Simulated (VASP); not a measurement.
# Al15VN16 (a cell with a defect) in VASP: notebook, part 2 of 2

VASP 6.6.1.

### Step 3. Single point, PBEsol+U, collinear spin, zero start

Contents of INCAR:

```
PREC = Accurate
ENCUT = 450
EDIFF = 1E-5
ISMEAR = 0
SIGMA = 0.03
LREAL = Auto
LASPH = T
NELM = 120
ALGO = Normal
ISIF = 2
LWAVE = F
LCHARG = F
ISPIN = 2
MAGMOM = 0.01 0 0 0 0 0 0 0 0 0 0 0 0 0 0 0 0 0 0 0 0 0 0 0 0 0 0 0 0 0 0 0
LORBIT = 11
LMAXMIX = 4
LDAU = T
LDAUTYPE = 2
LDAUL = 2 -1 -1
LDAUU = 3 0 0
LDAUJ = 0 0 0
LDAUPRINT = 1
GGA = PS
ISYM = 0
KPAR = 4
```

Contents of KPOINTS:

```
regular mesh
0
Gamma
  3 3 2
```

Contents of POSCAR:

```
Al15VN16                                
1.0
    6.2200008610      0.0000000000      0.0000000000
   -3.1100004305      5.3866787572      0.0000000000
    0.0000000000      0.0000000000      9.9600000000
  V               Al              N             
     1    15    16
Direct
     0.3338982224337023    0.1657199780316213    0.9961504604491827
     0.3329620360698401    0.1656782039020506    0.5005995376638491
     0.3331072088679518    0.6652716664083597    0.0014780991403112
     0.3337573123125954    0.6661444379349750    0.5001860309355352
     0.8339146930169062    0.1661975719387200    0.0015522668694536
     0.8324972072091702    0.1650459164761850    0.5003864861052107
     0.8342186429137392    0.6654673327805403    0.0015214795760157
     0.8324941780767866    0.6662771014818740    0.5004553744140030
     0.1667474634229534    0.3328659179980760    0.2521239264197896
     0.1648500506185751    0.3332836014031728    0.7485621556060083
     0.1667542641821198    0.8322825352132868    0.2520479719516473
     0.1650461933439867    0.8293513010792856    0.7484929620616197
     0.6672620651452418    0.3329705791302772    0.2520419945233155
     0.6690227740933452    0.3335349591740812    0.7485620113154140
     0.6670024712879069    0.8328144319606767    0.2504583283809205
     0.6661805532152715    0.8320496714978728    0.7508489722123382
     0.3336051762085656    0.1659354143215092    0.1985429907134115
     0.3329167330166131    0.1653949158557007    0.6932526502607210
     0.3332150617652042    0.6657411884278098    0.1920466047385012
     0.3343576769612559    0.6659602842476265    0.6902644521351688
     0.8338921056393692    0.1665161735624411    0.1920592294655728
     0.8321091817628197    0.1638495991958474    0.6904289257892120
     0.8338920605257468    0.6659126084393531    0.1920844504466797
     0.8322267962612403    0.6663075899758559    0.6904749453758584
     0.1659803420483672    0.3326848210795483    0.4429189537771305
     0.1605270488510902    0.3386085831746095    0.9382263690523739
     0.1658472236037377    0.8317666871026720    0.4428499844047899
     0.1606274034235799    0.8193391296568083    0.9382360189704680
     0.6669888327202608    0.3329063606513479    0.4428863615651332
     0.6801998735868300    0.3390229734943134    0.9382777510085398
     0.6663829706759794    0.8325632542604083    0.4407227220803595
     0.6670931767392428    0.8322742101430838    0.9423785325914898
```

Potentials or basis: VASP PAW PBE potentials, release 64 (V_sv, Al, N).

Run with:

```console
$ cat potpaw_PBE.64/V_sv/POTCAR potpaw_PBE.64/Al/POTCAR potpaw_PBE.64/N/POTCAR > POTCAR
$ mpirun -np 4 vasp_std > vasp.out
```

OUTCAR:

```text
PREC = Accurate
   ENCUT = 450
   EDIFF = 1E-5
   ISMEAR = 0
   LREAL = Auto
   LASPH = T
   NELM = 120
   ISIF = 2
   ISPIN = 2
   LORBIT = 11
   GGA = PS
   ISYM = 0

 ion  position               nearest neighbor table
   1  0.334  0.166  0.996-  26 1.95  30 1.95  28 1.95  17 2.02  14 3.06  12 3.06  10 3.06   5 3.11
                             3 3.11   7 3.11   7 3.11   3 3.11   5 3.11  13 3.12  11 3.12   9 3.12
   2  0.333  0.166  0.501-  27 1.89  25 1.89  29 1.89  18 1.92   9 3.06  11 3.06  10 3.06  13 3.06
                            14 3.06  12 3.06   6 3.11   4 3.11   8 3.11   8 3.11   4 3.11   6 3.11
   3  0.333  0.665  0.001-  28 1.87  26 1.87  32 1.89  19 1.90  15 3.06   9 3.07  16 3.07  11 3.07
                            10 3.09  12 3.09   7 3.10   5 3.10   1 3.11   1 3.11   5 3.12   7 3.12
   4  0.334  0.666  0.500-  25 1.88  27 1.89  31 1.89  20 1.89  12 3.05   9 3.05  11 3.05  10 3.06
                            15 3.07  16 3.07   8 3.10   6 3.10   2 3.11   2 3.11   6 3.12   8 3.12
   5  0.834  0.166  0.002-  30 1.87  26 1.87  32 1.89  21 1.90  15 3.06   9 3.07  13 3.07  16 3.08
                            10 3.09  14 3.09   7 3.10   3 3.10   1 3.11   1 3.11   3 3.12   7 3.12
   6  0.832  0.165  0.500-  29 1.88  25 1.89  31 1.89  22 1.89  14 3.05  10 3.05  13 3.06   9 3.06
                            15 3.07  16 3.07   8 3.10   4 3.10   2 3.11   2 3.11   4 3.12   8 3.12
   7  0.834  0.665  0.002-  28 1.87  30 1.87  32 1.89  23 1.90  15 3.07  13 3.07  11 3.07  16 3.08
                            12 3.09  14 3.09   3 3.10   5 3.10   1 3.11   1 3.11   5 3.12   3 3.12
   8  0.832  0.666  0.500-  29 1.89  27 1.89  31 1.89  24 1.89  12 3.05  14 3.05  13 3.06  11 3.06
                            15 3.07  16 3.07   4 3.10   6 3.10   2 3.11   2 3.11   6 3.12   4 3.12
   9  0.167  0.333  0.252-  17 1.88  21 1.89  19 1.89  25 1.90   4 3.05   2 3.06   6 3.06   3 3.07
[... 17 lines left out ...]
  19  0.333  0.666  0.192-  15 1.89   9 1.89  11 1.89   3 1.90
  20  0.334  0.666  0.690-  12 1.88  10 1.88  16 1.89   4 1.89
  21  0.834  0.167  0.192-  15 1.89   9 1.89  13 1.89   5 1.90
  22  0.832  0.164  0.690-  10 1.88  14 1.88  16 1.89   6 1.89
[... 8 lines left out ...]
  31  0.666  0.833  0.441-   8 1.89   6 1.89   4 1.89  15 1.90
  32  0.667  0.832  0.942-   7 1.89   5 1.89   3 1.89  16 1.91

IMPORTANT INFORMATION: All symmetrisations will be switched off!
[... 1085 lines left out ...]
      3     -29.6124      1.00000
      4     -29.4065      1.00000
      5      -9.0205      1.00000
      6      -8.1540      1.00000
[... 829 lines left out ...]
     80      12.8273      0.00000
     81      12.9934      0.00000
 [bands above 81 left out]

------------------------ aborting loop because EDIFF is reached ----------------------------------------

  FORCE on cell =-STRESS in cart. coord.  units (eV):
  Direction    XX          YY          ZZ          XY          YZ          ZX
  --------------------------------------------------------------------------------------
  -------------------------------------------------------------------------------------
  Total        5.5742008      5.5471779      2.6241405     -0.0085527      0.0489515     -0.0130788
  in kB       26.7622320     26.6324928     12.5987310     -0.0410624      0.2350203     -0.0627927
  external PRESSURE =      21.9978186 kB  Pullay stress =       0.0000000 kB

 VOLUME and BASIS-vectors are now :
 -----------------------------------------------------------------------------
  energy-cutoff  :      450.00
  volume of cell :      333.71
      direct lattice vectors                 reciprocal lattice vectors
     6.220000861  0.000000000  0.000000000     0.160771682  0.092821574  0.000000000
    -3.110000430  5.386678757  0.000000000     0.000000000  0.185643148  0.000000000
     0.000000000  0.000000000  9.960000000     0.000000000  0.000000000  0.100401606

 POSITION                                       TOTAL-FORCE (eV/Angst)
 -----------------------------------------------------------------------------------
      1.56146      0.89268      9.92166        -0.005015     -0.006805     -0.010454
      1.55576      0.89246      4.98597         0.001801      0.006571      0.004485
      0.00293      3.58360      0.01472         0.001245      0.005254     -0.001073
      0.00426      3.58831      4.98185         0.001520     -0.000689      0.018373
      4.67008      0.89525      0.01546         0.003431      0.003106     -0.011177
      4.66484      0.88905      4.98385         0.011854     -0.003210     -0.001731
[... 24 lines left out ...]
      1.55563      4.48475      4.38960        -0.001968     -0.001729      0.009253
      1.56095      4.48319      9.38609        -0.016305     -0.000033     -0.010031
 -----------------------------------------------------------------------------------
    total drift:                               -0.007133      0.004313     -0.006541

  FREE ENERGIE OF THE ION-ELECTRON SYSTEM (eV)
  ---------------------------------------------------
  free  energy   TOTEN  =      -250.8745777677 eV

  energy  without entropy=     -250.8745777677  energy(sigma->0) =     -250.87457777

 total charge

# of ion       s       p       d       tot
------------------------------------------
    1        2.300   6.254   3.104  11.658
    2        0.368   0.440   0.000   0.808
    3        0.371   0.451   0.000   0.823
    4        0.370   0.447   0.000   0.818
    5        0.371   0.452   0.000   0.823
    6        0.370   0.447   0.000   0.818
[... 24 lines left out ...]
   31        1.223   2.619   0.000   3.842
   32        1.223   2.609   0.000   3.832
--------------------------------------------------
tot         27.458  54.761   3.104  85.324

 magnetization (x)

# of ion       s       p       d       tot
------------------------------------------
    1       -0.000  -0.000  -0.000  -0.000
    2       -0.000  -0.000   0.000  -0.000
    3        0.002   0.002   0.000   0.005
    4       -0.000  -0.000   0.000  -0.000
    5       -0.003  -0.003   0.000  -0.006
    6        0.000   0.000   0.000   0.000
[... 24 lines left out ...]
   31        0.000   0.000   0.000   0.000
   32       -0.000  -0.000   0.000  -0.000
--------------------------------------------------
tot         -0.000   0.001  -0.000   0.000
```

OSZICAR:

```text
N       E                     dE             d eps       ncg     rms          rms(c)
DAV:   1     0.690016385838E+03    0.69002E+03   -0.61900E+04  3720   0.131E+03
DAV:   2    -0.223880363383E+03   -0.91390E+03   -0.89023E+03  4464   0.291E+02
DAV:   3    -0.290467544812E+03   -0.66587E+02   -0.65369E+02  3976   0.865E+01
DAV:   4    -0.292160698764E+03   -0.16932E+01   -0.16456E+01  4200   0.144E+01
[... 11 lines left out ...]
DAV:  16    -0.250874242367E+03   -0.33314E-03   -0.32943E-03  4442   0.223E-01    0.157E-01
DAV:  17    -0.250874403932E+03   -0.16156E-03   -0.81127E-04  4050   0.102E-01    0.985E-02
DAV:  18    -0.250874485140E+03   -0.81208E-04   -0.12658E-04  3928   0.400E-02    0.636E-02
DAV:  19    -0.250874573682E+03   -0.88542E-04   -0.19022E-04  3654   0.506E-02    0.193E-02
DAV:  20    -0.250874577768E+03   -0.40854E-05   -0.41484E-05  3536   0.284E-02
   1 F= -.25087458E+03 E0= -.25087458E+03  d E =-.132214E-23  mag=    -0.0001
```

It took 4.9 min on 4 MPI ranks of Intel Xeon Platinum 8488C (Sapphire Rapids), shared host; peak memory 0.69 GiB.

Results:

| Quantity | Value |
| --- | --- |
| Free energy | -250.8746 eV |
| Largest force | 0.039 eV/Å |
| Band gap on the k mesh | 2.03 eV |
| Net moment | 0.00 μB per cell |
| Valence electrons inside the program's atomic spheres | V 11.66; Al 0.81, 0.82 (each value once); N 3.82, 3.83, 3.84, 3.85 (each value once) |

Forces in eV/Å, atoms in the order of the input:
```
V   -0.005 -0.007 -0.010
Al   0.002  0.007  0.004
Al   0.001  0.005 -0.001
Al   0.002 -0.001  0.018
Al   0.003  0.003 -0.011
Al   0.012 -0.003 -0.002
Al  -0.023  0.012 -0.001
Al   0.009 -0.006 -0.010
Al   0.003 -0.008 -0.016
Al   0.004  0.008  0.001
Al  -0.003 -0.007 -0.012
Al   0.001  0.002  0.016
Al   0.009 -0.004 -0.005
Al   0.008  0.000  0.008
Al  -0.004 -0.007 -0.005
Al   0.004  0.002  0.002
N   -0.013  0.023 -0.003
N    0.012  0.001  0.006
N    0.003  0.003  0.013
N    0.008  0.016  0.003
N   -0.008 -0.008  0.012
N   -0.004  0.002 -0.008
N   -0.005 -0.005  0.003
N   -0.002 -0.001 -0.013
N    0.006 -0.001 -0.008
N   -0.025  0.004  0.030
N    0.016  0.005  0.000
N    0.006 -0.001 -0.014
N   -0.002 -0.007 -0.001
N    0.006 -0.024  0.005
N   -0.002 -0.002  0.009
N   -0.016  0.000 -0.010
```

Eigenvalues of the final occupation matrices:
| site | spin | trace | eigenvalues |
| --- | --- | --- | --- |
| site 1 d | 1 | 1.57 | 0.06 0.20 0.21 0.21 0.89 |
| site 1 d | 2 | 1.57 | 0.06 0.20 0.21 0.21 0.89 |

Caveat: the cutoff is under 1.25 times the usual one of these potentials, so pressure, stress and relaxed cells hold a basis-set (Pulay) error; the PAW data sets were made with another functional, which shifts forces and pressure a little.

### Step 4. Single point, PBEsol+U, collinear spin, zero start

Contents of INCAR:

```
PREC = Accurate
ENCUT = 450
EDIFF = 1E-5
ISMEAR = 0
SIGMA = 0.03
LREAL = Auto
LASPH = T
NELM = 120
ALGO = Normal
ISIF = 2
LWAVE = F
LCHARG = F
ISPIN = 2
MAGMOM = 0 0 0 0 0 0 0 0 0 0 0 0 0 0 0 0 0 0 0 0 0 0 0 0 0 0 0 0 0 0 0 0
LORBIT = 11
NUPDOWN = 0
LMAXMIX = 4
LDAU = T
LDAUTYPE = 2
LDAUL = 2 -1 -1
LDAUU = 5 0 0
LDAUJ = 0 0 0
LDAUPRINT = 1
GGA = PS
ISYM = 0
KPAR = 4
```

KPOINTS is that of step 3.

POSCAR is that of step 3.

Run with:

```console
$ cat potpaw_PBE.64/V_sv/POTCAR potpaw_PBE.64/Al/POTCAR potpaw_PBE.64/N/POTCAR > POTCAR
$ mpirun -np 4 vasp_std > vasp.out
```

Run time: 5.7 min. Hardware: 4 MPI ranks of Intel Xeon Platinum 8488C (Sapphire Rapids), shared host; peak memory 0.72 GiB.

It converged, with:

```
Free energy                                           : -249.6313 eV
Largest force                                         : 0.326 eV/Å
Net moment                                            : 0.00 μB per cell
Valence electrons inside the program's atomic spheres : V 11.62; Al 0.81, 0.82 (each value once); N 3.83, 3.84, 3.85 (each value once)
```

Forces on the atoms (eV/Å):
```
V   -0.007 -0.005  0.066
Al   0.002  0.006  0.003
Al  -0.038 -0.019 -0.056
Al   0.000 -0.001  0.028
Al   0.005  0.048 -0.065
Al   0.011 -0.002  0.008
Al   0.018 -0.014 -0.057
Al   0.011 -0.006 -0.001
Al   0.001 -0.008  0.016
Al  -0.029  0.027  0.019
Al  -0.003 -0.006  0.024
Al   0.000 -0.035  0.030
Al   0.010 -0.005  0.030
Al   0.040  0.020  0.024
Al  -0.004 -0.007  0.000
Al   0.004  0.002 -0.002
N    0.004 -0.004  0.225
N    0.013  0.000  0.007
N    0.008  0.004  0.016
N    0.010  0.018 -0.009
N   -0.007 -0.012  0.016
N   -0.004 -0.001 -0.021
N   -0.010 -0.003  0.006
N   -0.004  0.000 -0.025
N    0.005  0.000 -0.016
N   -0.270  0.160 -0.089
N    0.016  0.002 -0.005
N   -0.008 -0.298 -0.079
N   -0.001 -0.006 -0.007
N    0.247  0.147 -0.086
N   -0.002 -0.002 -0.001
N   -0.017  0.000  0.002
```

Eigenvalues of the final occupation matrices:
```
    site  spin  trace               eigenvalues
site 1 d     1   1.54  0.05 0.18 0.19 0.20 0.91
site 1 d     2   1.54  0.05 0.18 0.19 0.20 0.91
```

Caveat: the k points lie up to 0.39 Å⁻¹ apart; the cutoff is under 1.25 times the usual one of these potentials, so pressure, stress and relaxed cells hold a basis-set (Pulay) error; the PAW data sets were made with another functional, which shifts forces and pressure a little; the total moment is fixed, so each spin has its own Fermi level.

### Step 5. Single point, PBEsol+U, collinear spin, zero start

Edit INCAR of step 4 so:

```diff
@@ -20,3 +20,3 @@
 LDAUL = 2 -1 -1
-LDAUU = 5 0 0
+LDAUU = 3 0 0
 LDAUJ = 0 0 0
```

Contents of KPOINTS:

```
regular mesh
0
Gamma
  4 4 2
```

POSCAR is that of step 4.

Run with:

```console
$ cat potpaw_PBE.64/V_sv/POTCAR potpaw_PBE.64/Al/POTCAR potpaw_PBE.64/N/POTCAR > POTCAR
$ mpirun -np 4 vasp_std > vasp.out
```

It took 7.5 min on 4 MPI ranks of Intel Xeon Platinum 8488C (Sapphire Rapids), shared host; peak memory 0.89 GiB.

Results (log left out):

```yaml
Free_energy: -250.8811 eV
Largest_force: 0.036 eV/Å
Net_moment: 0.00 μB per cell
Valence_electrons_inside_the_program's_atomic_spheres: V 11.66; Al 0.81, 0.82 (each value once); N 3.82, 3.83, 3.84, 3.85 (each value once)
```

Forces on the atoms (eV/Å):
```
V   -0.009 -0.005 -0.012
Al   0.002  0.007  0.006
Al   0.001  0.005  0.000
Al   0.002 -0.001  0.020
Al   0.003  0.004 -0.010
Al   0.012 -0.003  0.000
Al  -0.022  0.011  0.000
Al   0.009 -0.006 -0.009
Al   0.003 -0.007 -0.015
Al   0.004  0.008  0.003
Al  -0.004 -0.007 -0.012
Al   0.000  0.001  0.018
Al   0.008 -0.004 -0.004
Al   0.008  0.000  0.010
Al  -0.004 -0.007 -0.004
Al   0.004  0.002  0.004
N   -0.006  0.025 -0.004
N    0.012  0.001  0.005
N    0.003  0.003  0.012
N    0.008  0.016  0.002
N   -0.008 -0.008  0.011
N   -0.004  0.002 -0.009
N   -0.005 -0.005  0.001
N   -0.002 -0.001 -0.015
N    0.006 -0.001 -0.010
N   -0.025 -0.001  0.026
N    0.016  0.005 -0.001
N    0.002 -0.001 -0.017
N   -0.002 -0.007 -0.002
N    0.007 -0.023  0.010
N   -0.002 -0.002  0.008
N   -0.016  0.000 -0.012
```

Eigenvalues of the final occupation matrices:
```tsv
site	spin	trace	eigenvalues
site 1 d	1	1.57	0.06 0.20 0.21 0.21 0.89
site 1 d	2	1.57	0.06 0.20 0.21 0.21 0.89
```

Caveat: the cutoff is under 1.25 times the usual one of these potentials, so pressure, stress and relaxed cells hold a basis-set (Pulay) error; the PAW data sets were made with another functional, which shifts forces and pressure a little; the total moment is fixed, so each spin has its own Fermi level.

### Step 6. The runs side by side

| task | U | fixed moment (μB) | cell | k mesh | moment (μB) | largest force (eV/Å) |
| --- | --- | --- | --- | --- | --- | --- |
| relaxation of the atoms | V d U = 3 eV | 0 | atoms relaxed, atomic positions A | 3 × 3 × 2 | 0.00 | 0.02 |
| single point | V d U = 3 eV | - | as given, atomic positions B | 3 × 3 × 2 | 0.00 | 0.04 |
| single point | V d U = 5 eV | 0 | as given, atomic positions B | 3 × 3 × 2 | 0.00 | 0.33 |
| single point | V d U = 3 eV | 0 | as given, atomic positions B | 4 × 4 × 2 | 0.00 | 0.04 |

Alike in all rows: level PBEsol+U; potentials or basis VASP PAW PBE potentials, release 64 (V_sv, Al, N); spin collinear, zero start; cutoff (eV) 450; smearing gaussian 0.03 eV.

Caveats: some runs use coarse meshes; the cutoff is under 1.25 times the usual one of these potentials, so pressure, stress and relaxed cells hold a basis-set (Pulay) error; the PAW data sets were made with another functional, which shifts forces and pressure a little; the total moment is fixed, so each spin has its own Fermi level (at least some runs).

Total energies depend on the potentials used, so only differences within one code and one set of settings carry meaning.
